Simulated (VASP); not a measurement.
Set up this calculation in VASP 6.6.1, as the native input.

```yaml
Task: single point
Functional: PBE
Potentials_or_basis: VASP PAW PBE potentials, release 64 (C)
Cutoff: 520 eV
k_mesh: 13 × 13 × 8
Occupations: gaussian, width 0.016 eV
Spin: no spin polarisation
Dipole_correction: no
Further_INCAR_settings: ALGO = Normal; EDIFF = 1e-06; NBANDS = 11
```

The structure of C lies in POSCAR:

```
C
1.0
    2.1273203072     -1.2282824400      0.0000000000
    2.1273203072      1.2282824400      0.0000000000
   -1.3790696309      0.0000000000      3.5028300786
C
2
Direct
    0.1666444700      0.1666444700      0.9999069600
    0.8333555300      0.8333555300      0.0000930400
```

One way to write it, as run:

INCAR

```
PREC = Accurate ; ENCUT = 520
EDIFF = 1E-6 ; ISMEAR = 0
SIGMA = 0.016 ; LREAL = False
LASPH = True ; NELM = 100
ALGO = Normal ; ISIF = 2
LWAVE = False ; LCHARG = False
GGA = PE ; NBANDS = 11
```

KPOINTS

```
regular mesh
0
Gamma
  13 13 8
```

Potentials or basis: VASP PAW PBE potentials, release 64 (C).

The run is started by

```bash
$ cat potpaw_PBE.64/C/POTCAR > POTCAR
$ mpirun -np 1 vasp_std > vasp.out
```

It gave:

| Property | Result |
| --- | --- |
| Pressure | 4.2 GPa |
| Largest force | 0.004 eV/Å |
| Band gap on the k mesh | 0.93 eV, indirect (least direct gap 0.94 eV) |

Caveat: this functional lacks dispersion, which binds the layers, so the pressure and a relaxed spacing across them are unreliable.

Wall time 21 s on 1 thread of Intel(R) Xeon(R) 6975P-C (Granite Rapids), with other jobs on the host, peak memory 0.16 GiB.
